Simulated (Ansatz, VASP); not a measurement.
# TePb in VASP and in Ansatz

```
CELL_PARAMETERS angstrom
3.97543 0.00000 0.00000
0.00000 3.97543 0.00000
0.00000 0.00000 3.97543
ATOMIC_POSITIONS crystal
Te 0.50000 0.50000 0.50000
Pb 0.00000 0.00000 0.00000
```

Change from the starting cell: volume scaled by 0.98.

Alike in both runs: task single point; functional PBE; k mesh 10 × 10 × 10; occupations fermi-dirac, width 0.08 eV; no spin polarisation.

```csv
,VASP,Ansatz
version,VASP 6.6.1,Ansatz 0.2.0
potentials or method,"VASP PAW PBE potentials, release 64 (Te, Pb_d), cutoff 520 eV","all-electron LAPW, scalar-relativistic"
```

```csv
,VASP,Ansatz,Ansatz less VASP
pressure (GPa),0.6,0.6,+0.04
```

Ansatz ran all-electron here, and VASP with PAW potentials.

Spin-orbit coupling is off throughout.
